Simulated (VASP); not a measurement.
# TePb in VASP: notebook, part 2 of 2

VASP 6.6.1. Earlier steps stand in the parts before.

## (4) Single point, PBEsol (equal xy, yz and zx engineering shears of -0.5 %)

Contents of INCAR:

```
  PREC = Accurate
  ENCUT = 520
  EDIFF = 1E-6
  ISMEAR = 0
  SIGMA = 0.01
  LREAL = F
  LASPH = T
  NELM = 60
  ALGO = Normal
  ISIF = 2
  LWAVE = F
  LCHARG = F
  GGA = PS
  NBANDS = 17
```

Contents of KPOINTS:

```
Automatic mesh
0
Gamma
  6 6 6
```

Contents of POSCAR:

```
TePb
1.0
   -0.0161066690      3.2132804599      3.2132804599
    3.2132804599     -0.0161066690      3.2132804599
    3.2132804599      3.2132804599     -0.0161066690
Te Pb
1 1
Direct
    0.5000000000      0.5000000000      0.5000000000
    0.0000000000      0.0000000000      0.0000000000
```

Potentials or basis: VASP PAW PBE potentials, release 64 (Te, Pb_d).

Run with:

```
cat potpaw_PBE.64/Te/POTCAR potpaw_PBE.64/Pb_d/POTCAR > POTCAR
mpirun -np 1 vasp_std > vasp.out
```

OUTCAR:

```text
PREC = Accurate
   ENCUT = 520
   EDIFF = 1E-6
   ISMEAR = 0
   LREAL = F
   LASPH = T
   NELM = 60
   ISIF = 2
   GGA = PS

 ion  position               nearest neighbor table
   1  0.500  0.500  0.500-   2 3.22   2 3.22   2 3.22   2 3.22   2 3.22   2 3.22
   2  0.000  0.000  0.000-   1 3.22   1 3.22   1 3.22   1 3.22   1 3.22   1 3.22

  LATTYP: Found a trigonal (rhomboedric) cell.
 ALAT       =     4.5442933502
 COS(alpha) =     0.4949812503

  Lattice vectors:

 A1 = (  -0.0161066690,   3.2132804599,   3.2132804599)
 A2 = (   3.2132804599,  -0.0161066690,   3.2132804599)
 A3 = (   3.2132804599,   3.2132804599,  -0.0161066690)

Analysis of symmetry for initial positions (statically):
=====================================================================
 Subroutine PRICEL returns:
 Original cell was already a primitive cell.

 Routine SETGRP: Setting up the symmetry group for a
 trigonal (rhombohedral) supercell.

 Subroutine GETGRP returns: Found 12 space group operations
 (whereof 12 operations were pure point group operations)
 out of a pool of 12 trial point group operations.

The static configuration has the point symmetry D_3d.

Analysis of symmetry for dynamics (positions and initial velocities):
=====================================================================
 Subroutine PRICEL returns:
 Original cell was already a primitive cell.

 Routine SETGRP: Setting up the symmetry group for a
 trigonal (rhombohedral) supercell.

 Subroutine GETGRP returns: Found 12 space group operations
 (whereof 12 operations were pure point group operations)
 out of a pool of 12 trial point group operations.

The dynamic configuration has the point symmetry D_3d.

 Subroutine INISYM returns: Found 12 space group operations
 (whereof 12 operations are pure point group operations),
 and found     1 'primitive' translations

----------------------------------------------------------------------------------------

                                     Primitive cell

  volume of cell :      66.8543

  direct lattice vectors                    reciprocal lattice vectors
    -0.016106669  3.213280460  3.213280460    -0.154439124  0.155217155  0.155217155
     3.213280460 -0.016106669  3.213280460     0.155217155 -0.154439124  0.155217155
     3.213280460  3.213280460 -0.016106669     0.155217155  0.155217155 -0.154439124

  length of vectors
     4.544293350  4.544293350  4.544293350     0.268395554  0.268395554  0.268395554

  position of ions in fractional coordinates (direct lattice)
     0.500000000  0.500000000  0.500000000
     0.000000000  0.000000000  0.000000000

  ion indices of the primitive-cell ions
   primitive index   ion index
                 1           1
                 2           2

----------------------------------------------------------------------------------------

 KPOINTS: Automatic mesh

Automatic generation of k-mesh.
 Grid dimensions read from file:
 generate k-points for:    6    6    6

 Generating k-lattice:

  Cartesian coordinates                     Fractional coordinates (reciprocal lattice)
    -0.025739854  0.025869526  0.025869526     0.166666667  0.000000000  0.000000000
     0.025869526 -0.025739854  0.025869526     0.000000000  0.166666667  0.000000000
     0.025869526  0.025869526 -0.025739854     0.000000000  0.000000000  0.166666667

  Length of vectors
     0.044732592  0.044732592  0.044732592

  Shift w.r.t. Gamma in fractional coordinates (k-lattice)
     0.000000000  0.000000000  0.000000000

 Subroutine IBZKPT returns following result:
 ===========================================

 Found     32 irreducible k-points:

 Following reciprocal coordinates:
            Coordinates               Weight
  0.000000  0.000000  0.000000      1.000000
  0.166667 -0.000000 -0.000000      6.000000
  0.333333  0.000000 -0.000000      6.000000
  0.500000 -0.000000 -0.000000      3.000000
  0.166667  0.166667  0.000000      6.000000
  0.333333  0.166667  0.000000     12.000000
[... 16 lines left out ...]
  0.500000  0.500000  0.166667      6.000000
 -0.333333  0.500000  0.166667     12.000000
 [... further k-points ...]
   k-points           NKPTS =     32   k-points in BZ     NKDIM =     32   number of bands    NBANDS=     17
   number of dos      NEDOS =    301   number of ions     NIONS =      2
   total plane-waves  NPLWV =  46656
   dimension x,y,z NGX =    36 NGY =   36 NGZ =   36
   dimension x,y,z NGXF=    72 NGYF=   72 NGZF=   72
   ions per type =               1   1
   NGX,Y,Z   is equivalent  to a cutoff of  13.17, 13.17, 13.17 a.u.
   NGXF,Y,Z  is equivalent  to a cutoff of  26.34, 26.34, 26.34 a.u.
 SYSTEM =  unknown system
   PREC   = accura    normal or accurate (medium, high low for compatibility)
   ISTART =      0    job   : 0-new  1-cont  2-samecut
   ICHARG =      2    charge: 1-file 2-atom 10-const
   ISPIN  =      1    spin polarized calculation?
   LNONCOLLINEAR =      F non collinear calculations
   LSORBIT =      F    spin-orbit coupling
   LASPH  =      T    aspherical Exc in radial PAW
   ENCUT  =  520.0 eV  38.22 Ry    6.18 a.u.   8.45  8.45  8.45*2*pi/ulx,y,z
   NELM   =     60;   NELMIN=  2; NELMDL= -5     # of ELM steps
   EDIFF  = 0.1E-05   stopping-criterion for ELM
   LREAL  =      F    real-space projection
   EDIFFG = 0.1E-04   stopping-criterion for IOM
   NSW    =      0    number of steps for IOM
   IBRION =     -1    ionic relax: 0-MD 1-quasi-New 2-CG
   NFREE  =      0    steps in history (QN), initial steepest desc. (CG)
   ISIF   =      2    stress and relaxation
   ISYM   =      2    0-nonsym 1-usesym 2-fastsym
   POTIM  = 0.5000    time-step for ionic-motion
   TEBEG  =    0.0;   TEEND  =   0.0 temperature during run
   PSTRESS=    0.0 pullay stress
   NELECT =      20.0000    total number of electrons
   NUPDOWN=      -1.0000    fix difference up-down
   EMIN   =  10.00;   EMAX   =-10.00  energy-range for DOS
   EFERMI =   0.00;   METHOD = LEGACY
   ISMEAR =     0;   SIGMA  =   0.01  broadening in eV -4-tet -1-fermi 0-gaus
   EFERMI_NEDOS =   21; number of points for ismear=-14 and -15
   IALGO  =     38    algorithm
   IMIX   =      4    mixing-type and parameters
     AMIX     =   0.40;   BMIX     =  1.00
     AMIX_MAG =   1.60;   BMIX_MAG =  1.00
  volume/ion in A,a.u.               =      33.43       225.58
  Fermi-wavevector in a.u.,A,eV,Ry     =   1.094902  2.069064 16.310798  1.198810
  Thomas-Fermi vector in A             =   2.231215
   LORBIT       =      0    0 simple, 1 ext, 2 COOP (PROOUT), +10 PAW based schemes
   GGA     = PS    functional components
   LHFCALC =     F    Hartree Fock is set to
   AEXX    =    0.0000 exact exchange contribution
   IVDW    =     0    specifies the selected vdW correction
   LEPSILON=     F    determine dielectric tensor
   LRPA    =     F    only Hartree local field effects (RPA)
 non-spin polarized calculation
 Gauss-broadening in eV      SIGMA  =   0.01
  energy-cutoff  :      520.00
  volume of cell :       66.85
 maximum number of plane-waves:      1819
 NGX is ok and might be reduce to    36
   NGX = 17   NGY = 17   NGZ = 17

 number of electron      20.0000001 magnetization

 Free energy of the ion-electron system (eV)
  ---------------------------------------------------
  ext. energy  EPLUGINS =         0.00000000
  ---------------------------------------------------
  free energy    TOTEN  =        -8.25983284 eV

  energy without entropy =       -8.25983284  energy(sigma->0) =       -8.25983284

 E-fermi :   5.7055     XC(G=0):  -9.5111

 val. band max:        5.5892682272   @ k =   0.5000  -0.0000  -0.0000
 cond. band min:       6.1892635525   @ k =   0.5000   0.5000   0.5000
 fundamental gap:      0.5999953253
 Fermi energy:         5.7055042560

 k-point     1 :       0.0000    0.0000    0.0000
  band No.  band energies     occupation
      1     -11.0686      2.00000
      2     -11.0686      2.00000
      3     -11.0572      2.00000
      4     -11.0567      2.00000
      5     -11.0567      2.00000
      6      -6.5323      2.00000
[... 9 lines left out ...]
     16      11.3752      0.00000
     17      12.7791      0.00000

 k-point     2 :       0.1667   -0.0000   -0.0000
  band No.  band energies     occupation
      1     -11.0724      2.00000
      2     -11.0718      2.00000
      3     -11.0561      2.00000
      4     -11.0531      2.00000
      5     -11.0525      2.00000
      6      -6.2928      2.00000
[... 9 lines left out ...]
     16      11.8783      0.00000
     17      14.4720      0.00000
[... 421 lines left out ...]
 k-point    24 :      -0.3333    0.5000    0.1667
  band No.  band energies     occupation
      1     -11.1219      2.00000
      2     -11.0660      2.00000
      3     -11.0585      2.00000
      4     -11.0393      2.00000
      5     -11.0292      2.00000
      6      -4.6904      2.00000
[... 9 lines left out ...]
     16      16.3192      0.00000
     17      17.1095      0.00000

 [... further k-points ...]
[... 5 lines left out ...]
  --------------------------------------------------------------------------------------
  -------------------------------------------------------------------------------------
  Total       -0.0074724     -0.0074724     -0.0074724      0.0305896      0.0305896      0.0305896
  in kB       -0.1790771     -0.1790771     -0.1790771      0.7330856      0.7330856      0.7330856
  external PRESSURE =      -0.1790771 kB  Pullay stress =       0.0000000 kB

 VOLUME and BASIS-vectors are now :
 -----------------------------------------------------------------------------
  energy-cutoff  :      520.00
  volume of cell :       66.85
      direct lattice vectors                 reciprocal lattice vectors
    -0.016106669  3.213280460  3.213280460    -0.154439124  0.155217155  0.155217155
     3.213280460 -0.016106669  3.213280460     0.155217155 -0.154439124  0.155217155
     3.213280460  3.213280460 -0.016106669     0.155217155  0.155217155 -0.154439124

 POSITION                                       TOTAL-FORCE (eV/Angst)
 -----------------------------------------------------------------------------------
      3.20523      3.20523      3.20523         0.000000     -0.000000     -0.000000
      0.00000      0.00000      0.00000        -0.000000      0.000000      0.000000
 -----------------------------------------------------------------------------------
    total drift:                               -0.000000      0.000000      0.000000

  FREE ENERGIE OF THE ION-ELECTRON SYSTEM (eV)
  ---------------------------------------------------
  free  energy   TOTEN  =        -8.2598328418 eV

  energy  without entropy=       -8.2598328418  energy(sigma->0) =       -8.25983284
```

stdout:

```text
POSCAR found type information on POSCAR TePb
 POSCAR found :  2 types and       2 ions
 scaLAPACK will be used
 -----------------------------------------------------------------------------
|                                                                             |
|                                                                             |
|     You enforced a specific xc type in the INCAR file but a different       |
|     I HOPE YOU KNOW WHAT YOU ARE DOING!                                     |
|                                                                             |
 -----------------------------------------------------------------------------

 LDA part: xc-table for (Slater+PW92), standard interpolation
 POSCAR, INCAR and KPOINTS ok, starting setup
 FFT: planning ... GRIDC
 FFT: planning ... GRID_SOFT
 FFT: planning ... GRID
 WAVECAR not read
 entering main loop
```

Wall time 59 s (1 thread of Intel Xeon 8259CL, shared host); peak memory 0.22 GiB.

What came out:

```yaml
Free_energy: -8.2598 eV
Pressure: 0.0 GPa
Band_gap_on_the_k_mesh: 0.60 eV (least direct gap 0.65 eV)
```

Caveat: the cell differs from its parent crystal (equal xy, yz and zx engineering shears of -0.5 %); the PAW data sets were made with another functional, which shifts forces and pressure a little; spin-orbit coupling is left out, which moves the levels of the heavy elements.

## (5) Single point, PBEsol (equal xy, yz and zx engineering shears of +0.5 %)

Contents of INCAR:

```
SYSTEM = TePb
PREC     = Accurate       ! precision mode
ENCUT    = 520            ! plane-wave cutoff, eV
EDIFF    = 1E-6           ! SCF threshold, eV
ISMEAR   = 0              ! smearing method
SIGMA    = 0.01           ! smearing width, eV
LREAL    = .False.        ! projectors in reciprocal space
LASPH    = .True.         ! aspherical terms in the spheres
NELM     = 60             ! most SCF steps
ALGO     = Normal         ! electronic algorithm
ISIF     = 2              ! what is computed and relaxed
LWAVE    = .False.        ! write WAVECAR
LCHARG   = .False.        ! write CHGCAR
GGA      = PS             ! functional
NBANDS   = 17             ! bands
```

Contents of KPOINTS:

```
Automatic mesh
0
Gamma
  6 6 6
  0 0 0
```

Contents of POSCAR:

```
TePb
1.0
    0.0161066690      3.2293871288      3.2293871288
    3.2293871288      0.0161066690      3.2293871288
    3.2293871288      3.2293871288      0.0161066690
Te Pb
1 1
Direct
    0.5000000000      0.5000000000      0.5000000000
    0.0000000000      0.0000000000      0.0000000000
```

Potentials or basis: VASP PAW PBE potentials, release 64 (Te, Pb_d).

Run with:

```
cat potpaw_PBE.64/Te/POTCAR potpaw_PBE.64/Pb_d/POTCAR > POTCAR
mpirun -np 1 vasp_std > vasp.out
```

OUTCAR:

```text
SYSTEM = TePb
   PREC = Accurate
   ENCUT = 520
   EDIFF = 1E-6
   ISMEAR = 0
   LREAL = .False.
   LASPH = .True.
   NELM = 60
   ISIF = 2
   GGA = PS

 ion  position               nearest neighbor table
   1  0.500  0.500  0.500-   2 3.22   2 3.22   2 3.22   2 3.22   2 3.22   2 3.22
   2  0.000  0.000  0.000-   1 3.22   1 3.22   1 3.22   1 3.22   1 3.22   1 3.22

  LATTYP: Found a trigonal (rhomboedric) cell.
 ALAT       =     4.5670714774
 COS(alpha) =     0.5049812504

  Lattice vectors:

 A1 = (   0.0161066690,   3.2293871288,   3.2293871288)
 A2 = (   3.2293871288,   0.0161066690,   3.2293871288)
[... 650 lines left out ...]
      5     -11.0290      2.00000
      6      -4.6904      2.00000
[... 9 lines left out ...]
     16      16.3192      0.00000
     17      17.0990      0.00000

 [... further k-points ...]
[... 5 lines left out ...]
  --------------------------------------------------------------------------------------
  -------------------------------------------------------------------------------------
  Total       -0.0085127     -0.0085127     -0.0085127     -0.0311476     -0.0311476     -0.0311476
  in kB       -0.2040095     -0.2040095     -0.2040095     -0.7464596     -0.7464596     -0.7464596
  external PRESSURE =      -0.2040095 kB  Pullay stress =       0.0000000 kB

 VOLUME and BASIS-vectors are now :
 -----------------------------------------------------------------------------
  energy-cutoff  :      520.00
  volume of cell :       66.85
      direct lattice vectors                 reciprocal lattice vectors
     0.016106669  3.229387129  3.229387129    -0.155991295  0.155217145  0.155217145
     3.229387129  0.016106669  3.229387129     0.155217145 -0.155991295  0.155217145
     3.229387129  3.229387129  0.016106669     0.155217145  0.155217145 -0.155991295

 POSITION                                       TOTAL-FORCE (eV/Angst)
 -----------------------------------------------------------------------------------
      3.23744      3.23744      3.23744         0.000000     -0.000000     -0.000000
      0.00000      0.00000      0.00000         0.000000      0.000000      0.000000
 -----------------------------------------------------------------------------------
    total drift:                               -0.000000      0.000000      0.000000

  FREE ENERGIE OF THE ION-ELECTRON SYSTEM (eV)
  ---------------------------------------------------
  free  energy   TOTEN  =        -8.2598331249 eV

  energy  without entropy=       -8.2598331249  energy(sigma->0) =       -8.25983312
```

OSZICAR:

```text
N       E                     dE             d eps       ncg     rms          rms(c)
DAV:   1     0.152069774583E+03    0.15207E+03   -0.91347E+03  1096   0.115E+03
DAV:   2     0.176584552005E+01   -0.15030E+03   -0.14599E+03  1156   0.293E+02
DAV:   3    -0.810802196337E+01   -0.98739E+01   -0.98289E+01  1402   0.823E+01
DAV:   4    -0.836717941180E+01   -0.25916E+00   -0.25903E+00  1398   0.150E+01
DAV:   5    -0.837739471175E+01   -0.10215E-01   -0.10215E-01  1538   0.258E+00    0.345E+00
DAV:   6    -0.826546418674E+01    0.11193E+00   -0.23858E-01  1598   0.372E+00    0.215E+00
DAV:   7    -0.825961438474E+01    0.58498E-02   -0.72564E-02  1417   0.143E+00    0.885E-01
DAV:   8    -0.825989555215E+01   -0.28117E-03   -0.82171E-03  1353   0.914E-01    0.131E-01
DAV:   9    -0.825983835786E+01    0.57194E-04   -0.10638E-03  1665   0.331E-01    0.455E-02
DAV:  10    -0.825983150424E+01    0.68536E-05   -0.10625E-04  1396   0.903E-02    0.214E-02
DAV:  11    -0.825983316056E+01   -0.16563E-05   -0.25973E-05  1454   0.382E-02    0.159E-02
DAV:  12    -0.825983312495E+01    0.35612E-07   -0.14722E-06  1046   0.892E-03
   1 F= -.82598331E+01 E0= -.82598331E+01  d E =-.202286E-37
```

Wall time 54 s (1 thread of Intel Xeon 8259CL, shared host); peak memory 0.22 GiB.

Results:

```yaml
Free_energy: -8.2598 eV
Pressure: 0.0 GPa
Band_gap_on_the_k_mesh: 0.60 eV (least direct gap 0.65 eV)
```

Stress tensor (GPa, compression positive):
```
-0.02 -0.07 -0.07
-0.07 -0.02 -0.07
-0.07 -0.07 -0.02
```

Caveat: the cell differs from its parent crystal (equal xy, yz and zx engineering shears of +0.5 %); the PAW data sets were made with another functional, which shifts forces and pressure a little; spin-orbit coupling is left out, which moves the levels of the heavy elements. A k mesh can miss the band edges.

## (6) Overview

```tsv
cell	gap on the mesh (eV)	pressure (GPa)
a = 4.544, b = 4.544, c = 4.556 Å, angles 59.9, 59.9, 60.2°, 2 atoms	0.64	0.2
a = 4.567, b = 4.567, c = 4.556 Å, angles 60.1, 60.1, 59.8°, 2 atoms	0.66	-0.2
a = 4.544 Å, angles 60.3°, 2 atoms	0.60	0.0
a = 4.567 Å, angles 59.7°, 2 atoms	0.60	0.0
```

Alike in all rows: task single point; level PBEsol; potentials or basis VASP PAW PBE potentials, release 64 (Te, Pb_d); no spin polarisation; k mesh 6 × 6 × 6; cutoff (eV) 520; smearing gaussian 0.01 eV.

Caveats: the PAW data sets were made with another functional, which shifts forces and pressure a little; spin-orbit coupling is left out, which moves the levels of the heavy elements.

Absolute energies hang on the potentials; compare differences alone.
